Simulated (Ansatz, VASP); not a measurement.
# One calculation of TaAs, two programs

```
Ta As
1.0
    -1.73322    1.73322    5.90680
     1.73322   -1.73322    5.90680
     1.73322    1.73322   -5.90680
Ta As
2 2
Direct
  0.49997 0.49997 0.00000
  0.24997 0.74997 0.50000
  0.08263 0.08263 0.00000
  0.83263 0.33263 0.50000
```

Change from the starting cell: volume scaled by 1.02.

Alike in both runs: task single point; functional LDA; k mesh 11 × 11 × 11; occupations fermi-dirac, width 0.05 eV; no spin polarisation.

```csv
,VASP,Ansatz
version,VASP 6.6.1,Ansatz 0.2.0
potentials or method,"VASP PAW LDA potentials, release 64 (Ta_pv, As), cutoff 520 eV","all-electron LAPW, scalar-relativistic"
```

```tsv
	VASP	Ansatz	Ansatz less VASP
gap on the k mesh at the Fermi level (eV)	none	none	-
pressure (GPa)	-9.8	-10.6	-0.82
traceless stress, the component that is largest in VASP (GPa)	0.22	0.31	+0.091
rms of the force components (eV/Å)	0.007	0.005	-0.0026
```

LDA's correlation is that of Perdew and Zunger in VASP and of Perdew and Wang (1992) in Ansatz. Atom by atom the forces differ by 0.003 eV/Å (rms over components). A gap of «none» marks a metal or a gap that the smearing closes. Ansatz ran all-electron here, and VASP with PAW potentials.

Neither program's run includes spin-orbit coupling.
